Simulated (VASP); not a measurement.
# MoS2 (P-3m1) in VASP: notebook

The runs below take MoS2 through single point, with PBE+D3(BJ).

All numbers are computed with VASP 6.6.1; they aren't measurements. Logs are shortened: lines on timing, memory, paths and dates and some standing lists are left out, and cuts for length are marked.

## 1. The cell of the first run

The typed cell holds 24 atoms: a = 6.299 Å, b = 6.299 Å, c = 12.094 Å, α = 90.00°, β = 90.00°, γ = 120.00°.

## 2. Single point, PBE+D3(BJ)

The input, INCAR:

```
  PREC = Accurate
  ENCUT = 520
  EDIFF = 1E-6
  ISMEAR = 0
  SIGMA = 0.01
  LREAL = Auto
  LASPH = T
  NELM = 100
  ALGO = Normal
  ISIF = 2
  LWAVE = F
  LCHARG = F
  GGA = PE
  IVDW = 12
  ISYM = 0
  NBANDS = 122
```

The input, KPOINTS:

```
Automatic mesh
0
Gamma
  3 3 2
  0.5 0.5 0.5
```

The input, POSCAR:

```
MoS2
1.0
    3.1493193302     -5.4547810892      0.0000000000
   -6.2986386604      0.0000000000      0.0000000000
    0.0000000000      0.0000000000    -12.0936434512
Mo S
8 16
Direct
    0.3333333333      0.1666666667      0.7501850379
    0.8333333333      0.1666666667      0.7501850379
    0.3333333333      0.6666666667      0.7501850379
    0.8333333333      0.6666666667      0.7501850379
    0.1666666667      0.3333333333      0.2498149621
    0.6666666667      0.3333333333      0.2498149621
    0.1666666667      0.8333333333      0.2498149621
    0.6666666667      0.8333333333      0.2498149621
    0.1666666667      0.3333333333      0.6206959977
    0.6666666667      0.3333333333      0.6206959977
    0.1666666667      0.8333333333      0.6206959977
    0.6666666667      0.8333333333      0.6206959977
    0.3333333333      0.1666666667      0.1203266408
    0.8333333333      0.1666666667      0.1203266408
    0.3333333333      0.6666666667      0.1203266408
    0.8333333333      0.6666666667      0.1203266408
    0.1666666667      0.3333333333      0.8796733592
    0.6666666667      0.3333333333      0.8796733592
    0.1666666667      0.8333333333      0.8796733592
    0.6666666667      0.8333333333      0.8796733592
    0.3333333333      0.1666666667      0.3793040023
    0.8333333333      0.1666666667      0.3793040023
    0.3333333333      0.6666666667      0.3793040023
    0.8333333333      0.6666666667      0.3793040023
```

Potentials or basis: VASP PAW PBE potentials, release 64 (Mo_sv, S).

Started as:

```sh
> cat potpaw_PBE.64/Mo_sv/POTCAR potpaw_PBE.64/S/POTCAR > POTCAR
> mpirun -np 1 vasp_std > vasp.out
```

OUTCAR:

```text
PREC = Accurate
   ENCUT = 520
   EDIFF = 1E-6
   ISMEAR = 0
   LREAL = Auto
   LASPH = T
   NELM = 100
   ISIF = 2
   GGA = PE
   IVDW = 12
   ISYM = 0
 IVDW          = 12

 ion  position               nearest neighbor table
   1  0.333  0.167  0.750-  17 2.40  19 2.40  18 2.40   9 2.40  11 2.40  10 2.40   3 3.15   3 3.15
                             4 3.15   2 3.15   2 3.15   4 3.15
   2  0.833  0.167  0.750-  18 2.40  20 2.40  17 2.40  10 2.40  12 2.40   9 2.40   4 3.15   4 3.15
                             1 3.15   3 3.15   1 3.15   3 3.15
   3  0.333  0.667  0.750-  19 2.40  17 2.40  20 2.40  11 2.40   9 2.40  12 2.40   1 3.15   1 3.15
                             4 3.15   2 3.15   4 3.15   2 3.15
   4  0.833  0.667  0.750-  20 2.40  18 2.40  19 2.40  12 2.40  10 2.40  11 2.40   2 3.15   2 3.15
                             3 3.15   1 3.15   3 3.15   1 3.15
   5  0.167  0.333  0.250-  13 2.40  15 2.40  14 2.40  21 2.40  23 2.40  22 2.40   7 3.15   7 3.15
                             8 3.15   6 3.15   6 3.15   8 3.15
   6  0.667  0.333  0.250-  14 2.40  16 2.40  13 2.40  22 2.40  24 2.40  21 2.40   8 3.15   8 3.15
                             5 3.15   7 3.15   5 3.15   7 3.15
   7  0.167  0.833  0.250-  15 2.40  13 2.40  16 2.40  23 2.40  21 2.40  24 2.40   5 3.15   5 3.15
                             8 3.15   6 3.15   8 3.15   6 3.15
   8  0.667  0.833  0.250-  16 2.40  14 2.40  15 2.40  24 2.40  22 2.40  23 2.40   6 3.15   6 3.15
                             7 3.15   5 3.15   7 3.15   5 3.15
   9  0.167  0.333  0.621-   1 2.40   3 2.40   2 2.40
  10  0.667  0.333  0.621-   2 2.40   4 2.40   1 2.40
  11  0.167  0.833  0.621-   3 2.40   1 2.40   4 2.40
  12  0.667  0.833  0.621-   4 2.40   2 2.40   3 2.40
  13  0.333  0.167  0.120-   5 2.40   7 2.40   6 2.40
  14  0.833  0.167  0.120-   6 2.40   8 2.40   5 2.40
[... 8 lines left out ...]
  23  0.333  0.667  0.379-   7 2.40   5 2.40   8 2.40
  24  0.833  0.667  0.379-   8 2.40   6 2.40   7 2.40

IMPORTANT INFORMATION: All symmetrisations will be switched off!
NOSYMM: (Re-)initialisation of all symmetry stuff for point group C_1.

----------------------------------------------------------------------------------------

                                     Primitive cell

  volume of cell :     415.5097

  direct lattice vectors                    reciprocal lattice vectors
     3.149319330 -5.454781089  0.000000000     0.000000000 -0.183325414  0.000000000
    -6.298638660  0.000000000  0.000000000    -0.158764465 -0.091662707  0.000000000
     0.000000000  0.000000000-12.093643451     0.000000000  0.000000000 -0.082688067

  length of vectors
     6.298638660  6.298638660 12.093643451     0.183325414  0.183325414  0.082688067

  position of ions in fractional coordinates (direct lattice)
     0.333333333  0.166666667  0.750185038
     0.833333333  0.166666667  0.750185038
     0.333333333  0.666666667  0.750185038
     0.833333333  0.666666667  0.750185038
     0.166666667  0.333333333  0.249814962
     0.666666667  0.333333333  0.249814962
[... 131 lines left out ...]
   EFERMI =   0.00;   METHOD = LEGACY
   ISMEAR =     0;   SIGMA  =   0.01  broadening in eV -4-tet -1-fermi 0-gaus
   EFERMI_NEDOS =   21; number of points for ismear=-14 and -15
   IALGO  =     38    algorithm
   IMIX   =      4    mixing-type and parameters
     AMIX     =   0.40;   BMIX     =  1.00
     AMIX_MAG =   1.60;   BMIX_MAG =  1.00
  volume/ion in A,a.u.               =      17.31       116.83
  Fermi-wavevector in a.u.,A,eV,Ry     =   1.299877  2.456411 22.989490  1.689680
  Thomas-Fermi vector in A             =   2.431112
   LORBIT       =      0    0 simple, 1 ext, 2 COOP (PROOUT), +10 PAW based schemes
   GGA     = PE    functional components
   LHFCALC =     F    Hartree Fock is set to
   AEXX    =    0.0000 exact exchange contribution
   IVDW    =    12    specifies the selected vdW correction
   LEPSILON=     F    determine dielectric tensor
   LRPA    =     F    only Hartree local field effects (RPA)
 non-spin polarized calculation
 Gauss-broadening in eV      SIGMA  =   0.01
  energy-cutoff  :      520.00
  volume of cell :      415.51
 maximum number of plane-waves:     11193
   NGX = 23   NGY = 23   NGZ = 45

 number of electron     208.0000010 magnetization

 Free energy of the ion-electron system (eV)
  ---------------------------------------------------
  ext. energy  EPLUGINS =         0.00000000
  ---------------------------------------------------
  free energy    TOTEN  =      -174.19549966 eV

  energy without entropy =     -174.19549966  energy(sigma->0) =     -174.19549966

 E-fermi :   7.8587     XC(G=0): -11.0128

 val. band max:        7.6743712776   @ k =  -0.1667   0.0000   0.2500
 cond. band min:       8.9780818405   @ k =   0.5000  -0.1667   0.2500
 fundamental gap:      1.3037105629
 Fermi energy:         7.8587077058

 k-point     1 :       0.1667    0.1667    0.2500
  band No.  band energies     occupation
      1     -53.5876      2.00000
      2     -53.5875      2.00000
      3     -53.5581      2.00000
      4     -53.5581      2.00000
      5     -53.5581      2.00000
      6     -53.5580      2.00000
[... 2845 lines left out ...]
    115       9.9727      0.00000
    116      10.0483      0.00000

 [... further k-points ...]

 [bands above 116 left out]

------------------------ aborting loop because EDIFF is reached ----------------------------------------

 Edisp (eV)  -10.49706

 E8    (eV) :    -4.2326

  FORCE on cell =-STRESS in cart. coord.  units (eV):
  Direction    XX          YY          ZZ          XY          YZ          ZX
  --------------------------------------------------------------------------------------
  -------------------------------------------------------------------------------------
  Total      -0.32009    -0.32022    -0.60432     0.00002     0.00003    -0.00006
  in kB      -1.23425    -1.23474    -2.33021     0.00008     0.00013    -0.00023
  external pressure =       -1.60 kB  Pullay stress =        0.00 kB

 VOLUME and BASIS-vectors are now :
 -----------------------------------------------------------------------------
  energy-cutoff  :      520.00
  volume of cell :      415.51
      direct lattice vectors                 reciprocal lattice vectors
     3.149319330 -5.454781089  0.000000000     0.000000000 -0.183325414  0.000000000
    -6.298638660  0.000000000  0.000000000    -0.158764465 -0.091662707  0.000000000
     0.000000000  0.000000000-12.093643451     0.000000000  0.000000000 -0.082688067

 POSITION                                       TOTAL-FORCE (eV/Angst)
 -----------------------------------------------------------------------------------
     -0.00000     -1.81826     -9.07247        -0.000001      0.000026      0.000894
      1.57466     -4.54565     -9.07247         0.000020     -0.000019      0.000892
     -3.14932     -1.81826     -9.07247        -0.000001      0.000011      0.000901
     -1.57466     -4.54565     -9.07247        -0.000018     -0.000011      0.000900
     -1.57466     -0.90913     -3.02117         0.000001      0.000001     -0.000904
      0.00000     -3.63652     -3.02117         0.000023      0.000009     -0.000901
[... 16 lines left out ...]
     -3.14932     -1.81826     -4.58717        -0.000150     -0.000066      0.018775
     -1.57466     -4.54565     -4.58717        -0.000061     -0.000056      0.018817
 -----------------------------------------------------------------------------------
    total drift:                                0.000002      0.000005     -0.000025

  FREE ENERGIE OF THE ION-ELECTRON SYSTEM (eV)
  ---------------------------------------------------
  free  energy   TOTEN  =      -184.6925587432 eV

  energy  without entropy=     -184.6925587432  energy(sigma->0) =     -184.69255874
```

stdout:

```text
POSCAR found type information on POSCAR MoS
 POSCAR found :  2 types and      24 ions
 scaLAPACK will be used
 LDA part: xc-table for (Slater+PW92), standard interpolation
 POSCAR, INCAR and KPOINTS ok, starting setup
 FFT: planning ... GRIDC
 FFT: planning ... GRID_SOFT
 FFT: planning ... GRID
 WAVECAR not read
 entering main loop
```

It took 38 min on 1 thread of Intel Xeon Platinum 8259CL at 2.50GHz (Skylake/Cascade Lake), shared host; peak memory 0.99 GiB.

What came out:

| Quantity | Value |
| --- | --- |
| Free energy | -184.6926 eV |
| Pressure | -0.2 GPa |
| Largest force | 0.022 eV/Å |
| Band gap on the k mesh | 1.30 eV |
| Dispersion energy per atom | -0.437 eV |

Forces in eV/Å, atoms in the order of the input:
```
Mo   0.000  0.000  0.001
Mo   0.000  0.000  0.001
Mo   0.000  0.000  0.001
Mo   0.000  0.000  0.001
Mo   0.000  0.000 -0.001
Mo   0.000  0.000 -0.001
Mo   0.000  0.000 -0.001
Mo   0.000  0.000 -0.001
S    0.000  0.000 -0.019
S    0.000  0.000 -0.019
S    0.000  0.000 -0.019
S    0.000  0.000 -0.019
S    0.000  0.000 -0.022
S    0.000  0.000 -0.022
S    0.000  0.000 -0.022
S    0.000  0.000 -0.022
S    0.000  0.000  0.022
S    0.000  0.000  0.022
S    0.000  0.000  0.022
S    0.000  0.000  0.022
S    0.000  0.000  0.019
S    0.000  0.000  0.019
S    0.000  0.000  0.019
S    0.000  0.000  0.019
```

Caveat: a shifted mesh leaves out Γ, where band edges can lie. A k mesh can miss the band edges.

## 3. Single point, PBE+D3(BJ) (biaxial strain in the a-b plane: -2.0 %)

The input, INCAR:

```
SYSTEM = MoS2
  PREC = Accurate
  ENCUT = 520
  EDIFF = 1E-6
  ISMEAR = 0
  SIGMA = 0.02
  LREAL = .False.
  LASPH = .True.
  NELM = 80
  ALGO = Normal
  ISIF = 2
  LWAVE = .False.
  LCHARG = .True.
  GGA = PE
  IVDW = 12
  LELF = .True.
  LVHAR = .True.
  NBANDS = 35
```

The input, KPOINTS:

```
regular mesh
0
Gamma
  12 12 4
  0 0 0
```

The input, POSCAR:

```
MoS2
1.0
    3.0863002076      0.0000000000      0.0000000000
   -1.5431501038      2.6728143835      0.0000000000
    0.0000000000      0.0000000000     12.2390128640
Mo S
2 4
Direct
    0.6666666667      0.3333333333      0.2499464811
    0.3333333333      0.6666666667      0.7500535189
    0.3333333333      0.6666666667      0.3799327694
    0.6666666667      0.3333333333      0.8800389041
    0.3333333333      0.6666666667      0.1199610959
    0.6666666667      0.3333333333      0.6200672306
```

Potentials or basis: VASP PAW PBE potentials, release 64 (Mo_sv, S).

Started as:

```sh
> cat potpaw_PBE.64/Mo_sv/POTCAR potpaw_PBE.64/S/POTCAR > POTCAR
> mpirun -np 1 vasp_std > vasp.out
```

It took 5 min on 1 thread of Intel Xeon 8259CL, shared host; peak memory 0.36 GiB.

Results (log left out):

```
Free energy                : -46.0934 eV
Pressure                   : 3.5 GPa
Largest force              : 0.059 eV/Å
Band gap on the k mesh     : 0.89 eV (least direct gap 1.95 eV)
Dispersion energy per atom : -0.450 eV
```

Forces on the atoms (eV/Å):
```
Mo   0.000  0.000  0.000
Mo   0.000  0.000  0.000
S    0.000  0.000 -0.058
S    0.000  0.000 -0.059
S    0.000  0.000  0.059
S    0.000  0.000  0.058
```

Stress tensor (GPa, compression positive):
```
 5.70  0.00  0.00
 0.00  5.70  0.00
 0.00  0.00 -0.96
```

Levels at points of the mesh, in eV from the valence-band top:
```csv
k point,band 22,band 23,band 24,band 25,band 26,band 27,band 28,band 29,band 30,band 31
"(0.00, 0.00, 0.00)",-1.76,-1.76,-1.37,-1.17,0.00,2.47,2.47,2.50,2.50,2.55
"(0.50, 0.00, 0.00)",-2.55,-1.38,-1.29,-1.21,-1.13,2.09,2.14,2.32,2.73,3.06
"(0.00, 0.00, 0.50)",-1.79,-1.78,-1.78,-0.30,-0.30,2.47,2.47,2.47,2.47,2.67
"(0.50, 0.00, 0.50)",-2.72,-1.26,-1.25,-1.25,-1.25,2.11,2.11,2.54,2.54,3.47
```

Caveat: the cell differs from its parent crystal (biaxial strain in the a-b plane: -2.0 %); the cell stands under pressure. A k mesh can miss the band edges.

## 4. Single point, PBE+D3(BJ) (biaxial strain in the a-b plane: -1.0 %, then relaxed in part)

The input, INCAR:

```
ALGO     = Normal         # electronic algorithm
EDIFF    = 1E-6           # SCF threshold, eV
ENCUT    = 520            # plane-wave cutoff, eV
GGA      = PE             # functional
ISIF     = 2              # what is computed and relaxed
ISMEAR   = 0              # smearing method
IVDW     = 12             # dispersion correction
LASPH    = True           # aspherical terms in the spheres
LCHARG   = False          # write CHGCAR
LREAL    = False          # projectors in reciprocal space
LWAVE    = False          # write WAVECAR
NBANDS   = 35             # bands
NELM     = 80             # most SCF steps
PREC     = Accurate       # precision mode
SIGMA    = 0.02           # smearing width, eV
```

The input, KPOINTS:

```
k-points
0
Gamma
  12 12 4
```

Changes to POSCAR since step 3:

```diff
@@ -2,5 +2,5 @@
 1.0
-    3.0863002076      0.0000000000      0.0000000000
-   -1.5431501038      2.6728143835      0.0000000000
-    0.0000000000      0.0000000000     12.2390128640
+    3.1177930668      0.0000000000      0.0000000000
+   -1.5588965334      2.7000879996      0.0000000000
+    0.0000000000      0.0000000000     12.1297777811
 Mo S
```

Started as:

```sh
> cat potpaw_PBE.64/Mo_sv/POTCAR potpaw_PBE.64/S/POTCAR > POTCAR
> mpirun -np 1 vasp_std > vasp.out
```

It took 4.6 min on 1 thread of Intel Xeon 8259CL, shared host; peak memory 0.36 GiB.

The run converged. Its results:

```
Free energy                : -46.1518 eV
Pressure                   : 1.8 GPa
Largest force              : 0.015 eV/Å
Band gap on the k mesh     : 0.83 eV (least direct gap 1.82 eV)
Dispersion energy per atom : -0.445 eV
```

Forces on the atoms (eV/Å):
```
Mo   0.000  0.000  0.000
Mo   0.000  0.000  0.000
S    0.000  0.000 -0.014
S    0.000  0.000 -0.015
S    0.000  0.000  0.015
S    0.000  0.000  0.014
```

Stress tensor (GPa, compression positive):
```
 2.80  0.00  0.00
 0.00  2.80  0.00
 0.00  0.00 -0.20
```

Levels at points of the mesh, in eV from the valence-band top:
| k point | band 24 | band 25 | band 26 | band 27 | band 28 | band 29 |
| --- | --- | --- | --- | --- | --- | --- |
| (0.00, 0.00, 0.00) | -1.34 | -1.13 | 0.00 | 2.25 | 2.25 | 2.29 |
| (0.50, 0.00, 0.00) | -1.42 | -1.35 | -1.29 | 1.83 | 1.88 | 2.14 |
| (0.00, 0.00, 0.50) | -2.02 | -0.28 | -0.28 | 2.26 | 2.26 | 2.26 |
| (0.50, 0.00, 0.50) | -1.48 | -1.35 | -1.35 | 1.85 | 1.85 | 2.34 |

Caveat: the cell differs from its parent crystal (biaxial strain in the a-b plane: -1.0 %, then relaxed in part).

## 5. Single point, PBE+D3(BJ)

This run uses another cell than the first one: it holds 6 atoms, not 24.

The input, INCAR:

```
SYSTEM = MoS2
  ALGO = Normal
  EDIFF = 1E-6
  ENCUT = 520
  GGA = PE
  ISIF = 2
  ISMEAR = 0
  IVDW = 12
  LASPH = .TRUE.
  LCHARG = .FALSE.
  LREAL = .FALSE.
  LWAVE = .FALSE.
  NBANDS = 35
  NELM = 80
  PREC = Accurate
  SIGMA = 0.02
```

The input, KPOINTS:

```
k-points
0
G
  12 12 4
  0 0 0
```

POSCAR is that of step 4.

Started as:

```sh
> cat potpaw_PBE.64/Mo_sv/POTCAR potpaw_PBE.64/S/POTCAR > POTCAR
> mpirun -np 1 vasp_std > vasp.out
```

It took 4.7 min on 1 thread of Intel Xeon 8259CL, shared host; peak memory 0.36 GiB.

Results (log left out):

```yaml
Free_energy: -46.1518 eV
Pressure: 1.8 GPa
Largest_force: 0.015 eV/Å
Band_gap_on_the_k_mesh: 0.83 eV (least direct gap 1.82 eV)
Dispersion_energy_per_atom: -0.445 eV
```

Forces in eV/Å, atoms in the order of the input:
```
Mo   0.000  0.000  0.000
Mo   0.000  0.000  0.000
S    0.000  0.000 -0.014
S    0.000  0.000 -0.015
S    0.000  0.000  0.015
S    0.000  0.000  0.014
```

Stress tensor (GPa, compression positive):
```
 2.80  0.00  0.00
 0.00  2.80  0.00
 0.00  0.00 -0.20
```

Levels at points of the mesh, in eV from the valence-band top:
```csv
k point,band 24,band 25,band 26,band 27,band 28,band 29
"(0.00, 0.00, 0.00)",-1.34,-1.13,0.00,2.25,2.25,2.29
"(0.50, 0.00, 0.00)",-1.42,-1.35,-1.29,1.83,1.88,2.14
"(0.00, 0.00, 0.50)",-2.02,-0.28,-0.28,2.26,2.26,2.26
"(0.50, 0.00, 0.50)",-1.48,-1.35,-1.35,1.85,1.85,2.34
```

## 6. Single point, PBE+D3(BJ) (biaxial strain in the a-b plane: -1.0 %)

The input, INCAR:

```
SYSTEM = MoS2
  PREC = Accurate
  ENCUT = 520
  EDIFF = 1E-6
  ISMEAR = 0
  SIGMA = 0.02
  LREAL = .FALSE.
  LASPH = .TRUE.
  NELM = 100
  ALGO = Normal
  ISIF = 2
  LWAVE = .FALSE.
  LCHARG = .FALSE.
  GGA = PE
  IVDW = 12
  NBANDS = 35
```

The input, KPOINTS:

```
regular mesh
0
G
  12 12 4
  0 0 0
```

The input, POSCAR:

```
MoS2
1.0
    3.1177930668      0.0000000000      0.0000000000
   -1.5588965334      2.7000879996      0.0000000000
    0.0000000000      0.0000000000     12.1664495466
Mo S
2 4
Direct
    0.6666666667      0.3333333333      0.2497827750
    0.3333333333      0.6666666667      0.7502172250
    0.3333333333      0.6666666667      0.3792579737
    0.6666666667      0.3333333333      0.8796916104
    0.3333333333      0.6666666667      0.1203083896
    0.6666666667      0.3333333333      0.6207420263
```

Potentials or basis: VASP PAW PBE potentials, release 64 (Mo_sv, S).

Started as:

```sh
> cat potpaw_PBE.64/Mo_sv/POTCAR potpaw_PBE.64/S/POTCAR > POTCAR
> mpirun -np 1 vasp_std > vasp.out
```

It took 5.1 min on 1 thread of Intel Xeon 8259CL, shared host; peak memory 0.35 GiB.

It converged, with:

| Property | Result |
| --- | --- |
| Free energy | -46.1516 eV |
| Pressure | 1.9 GPa |
| Largest force | 0.026 eV/Å |
| Band gap on the k mesh | 0.85 eV (least direct gap 1.82 eV) |
| Dispersion energy per atom | -0.444 eV |

Forces in eV/Å, atoms in the order of the input:
```
Mo   0.000  0.000  0.001
Mo   0.000  0.000 -0.001
S    0.000  0.000  0.026
S    0.000  0.000  0.022
S    0.000  0.000 -0.022
S    0.000  0.000 -0.026
```

Stress tensor (GPa, compression positive):
```
 2.88  0.00  0.00
 0.00  2.88  0.00
 0.00  0.00 -0.05
```

Levels at points of the mesh, in eV from the valence-band top:
| k point | band 23 | band 24 | band 25 | band 26 | band 27 | band 28 | band 29 | band 30 |
| --- | --- | --- | --- | --- | --- | --- | --- | --- |
| (0.00, 0.00, 0.00) | -1.98 | -1.32 | -1.15 | 0.00 | 2.27 | 2.27 | 2.30 | 2.30 |
| (0.50, 0.00, 0.00) | -1.60 | -1.40 | -1.35 | -1.29 | 1.84 | 1.89 | 2.16 | 2.51 |
| (0.00, 0.00, 0.50) | -2.01 | -2.01 | -0.29 | -0.28 | 2.27 | 2.27 | 2.27 | 2.27 |
| (0.50, 0.00, 0.50) | -1.48 | -1.47 | -1.34 | -1.33 | 1.86 | 1.86 | 2.35 | 2.35 |

Caveat: the cell differs from its parent crystal (biaxial strain in the a-b plane: -1.0 %). A k mesh can miss the band edges.

## 7. Summary

| cell | k mesh | smearing | gap on the mesh (eV) | pressure (GPa) | largest force (eV/Å) |
| --- | --- | --- | --- | --- | --- |
| a = 6.299, b = 6.299, c = 12.094 Å, angles 90.0, 90.0, 120.0°, 24 atoms, atomic positions A | 3 × 3 × 2, shifted | gaussian 0.01 eV | 1.30 | -0.2 | 0.02 |
| a = 3.086, b = 3.086, c = 12.239 Å, angles 90.0, 90.0, 120.0°, 6 atoms, atomic positions B | 12 × 12 × 4 | gaussian 0.02 eV | 0.89 | 3.5 | 0.06 |
| a = 3.118, b = 3.118, c = 12.130 Å, angles 90.0, 90.0, 120.0°, 6 atoms, atomic positions B | 12 × 12 × 4 | gaussian 0.02 eV | 0.83 | 1.8 | 0.01 |
| a = 3.118, b = 3.118, c = 12.166 Å, angles 90.0, 90.0, 120.0°, 6 atoms, atomic positions B | 12 × 12 × 4 | gaussian 0.02 eV | 0.85 | 1.9 | 0.03 |

Alike in all rows: task single point; level PBE+D3(BJ); potentials or basis VASP PAW PBE potentials, release 64 (Mo_sv, S); no spin polarisation; cutoff (eV) 520.

Caveats: a shifted mesh leaves out Γ, where band edges can lie (at least some runs); the cell stands under pressure (at least some runs).

Total energies depend on the potentials used, so only differences within one code and one set of settings carry meaning.
